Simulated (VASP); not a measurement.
Write the native input for VASP 6.6.1 that does the following.

* Task: single point
* Functional: PBE0
* Potentials or basis: VASP PAW PBE potentials, release 64 (Hf_pv, S)
* Cutoff: 400 eV
* k mesh: 6 × 6 × 4
* Occupations: gaussian, width 0.01 eV
* Spin: no spin polarisation
* Dipole correction: no
* Grid for exact exchange (PRECFOCK): Normal
* Further INCAR settings: ALGO = Normal; EDIFF = 1e-06; NBANDS = 18
* Share of exact exchange: 0.25

Crystal: HfS2.

```
CELL_PARAMETERS angstrom
3.63030 0.00000 0.00000
-1.81515 3.14393 0.00000
0.00000 0.00000 5.87836
ATOMIC_POSITIONS crystal
Hf 0.00000 0.00000 0.00000
S 0.33333 0.66667 0.24463
S 0.66667 0.33333 0.75537
```

The input as run:

POSCAR

```
HfS2
1.0
    3.6302959585      0.0000000000      0.0000000000
   -1.8151479792      3.1439285233      0.0000000000
    0.0000000000      0.0000000000      5.8783581506
Hf S
1 2
Direct
    0.0000000000      0.0000000000      0.0000000000
    0.3333333333      0.6666666667      0.2446279715
    0.6666666667      0.3333333333      0.7553720285
```

INCAR.step1

```
SYSTEM = HfS2
  ALGO = Normal
  EDIFF = 1E-5
  ENCUT = 400
  GGA = PE
  GGA_COMPAT = .False.
  ISIF = 2
  ISMEAR = 0
  LASPH = .True.
  LCHARG = .False.
  LREAL = .False.
  LWAVE = .True.
  NBANDS = 18
  NELM = 120
  PREC = Accurate
  SIGMA = 0.01
```

INCAR.step2

```
SYSTEM = HfS2
  AEXX = 0.25
  ALGO = Normal
  EDIFF = 1E-6
  ENCUT = 400
  GGA = PE
  GGA_COMPAT = .False.
  ISIF = 2
  ISMEAR = 0
  ISTART = 1
  LASPH = .True.
  LCHARG = .False.
  LHFCALC = .True.
  LREAL = .False.
  LWAVE = .False.
  NBANDS = 18
  NELM = 120
  PREC = Accurate
  PRECFOCK = Normal
  SIGMA = 0.01
```

KPOINTS

```
k-points
0
Gamma
  6 6 4
  0 0 0
```

Potentials or basis: VASP PAW PBE potentials, release 64 (Hf_pv, S).

Launch:

```bash
$ cat potpaw_PBE.64/Hf_pv/POTCAR potpaw_PBE.64/S/POTCAR > POTCAR
$ cp INCAR.step1 INCAR
$ mpirun -np 1 vasp_std > vasp.out
$ cp INCAR.step2 INCAR
$ mpirun -np 1 vasp_std > vasp.out
```

Results of the run:

The pressure is -0.1 GPa. The largest force is 0.195 eV/Å. The band gap on the k mesh is 2.55 eV (least direct gap 3.52 eV).

Caveat: the PAW data sets were made with another functional, which shifts forces and pressure a little; spin-orbit coupling is left out, which moves the levels of the heavy elements; this functional lacks dispersion, which binds layers or chains, so the pressure and a relaxed spacing across them are unreliable.

Run time: 90 min on 1 thread of Intel Xeon 8259CL (shared host), peak memory 0.19 GiB.
